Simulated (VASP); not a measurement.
## Ag: single point with PBEsol+D3(BJ)

Ag:

```xyz
3
Lattice="4.1440 0.0000 0.0000 0.0000 4.1440 0.0000 0.0000 0.0000 4.1440" Properties=species:S:1:pos:R:3 pbc="T T T"
Ag    0.0000    2.0720    2.0720
Ag    2.0720    0.0000    2.0720
Ag    2.0720    2.0720    0.0000
```

| Item | Value |
| --- | --- |
| Program | VASP 6.6.1 |
| Task | single point |
| Functional | PBEsol |
| Dispersion | D3(BJ) |
| Potentials or basis | VASP PAW PBE potentials, release 64 (Ag) |
| Cutoff | 520 eV |
| k mesh | 6 × 6 × 6 |
| Occupations | methfessel-paxton, width 0.1 eV |
| Spin | no spin polarisation |
| Dipole correction | no |
| Further INCAR settings | ALGO = Normal; EDIFF = 1e-07; NBANDS = 24 |

| Quantity | Value |
| --- | --- |
| Pressure | -12.4 GPa |
| Dispersion energy per atom | -0.390 eV |

Levels at points of the mesh, in eV from the Fermi level:
```csv
k point,band 13,band 14,band 15,band 16,band 17,band 18,band 19,band 20
"(0.00, 0.00, 0.00)",-2.56,-2.37,-2.37,-2.37,3.16,3.16,3.16,6.46
"(0.50, 0.00, 0.00)",-3.21,-2.92,-2.81,-2.55,-2.37,5.82,5.82,7.57
"(0.50, 0.50, 0.00)",-3.57,-3.29,-3.12,-1.35,0.50,0.50,1.11,9.01
"(0.50, 0.50, 0.50)",-2.55,-2.55,-2.55,0.08,1.72,1.72,1.72,3.29
```

Wall time 53 s on 1 thread of AMD EPYC 7R13, with other jobs on the host, peak memory 0.16 GiB.

Caveat: the PAW data sets were made with another functional, which shifts forces and pressure a little; pairwise dispersion overbinds metals, which lowers pressure and volume.
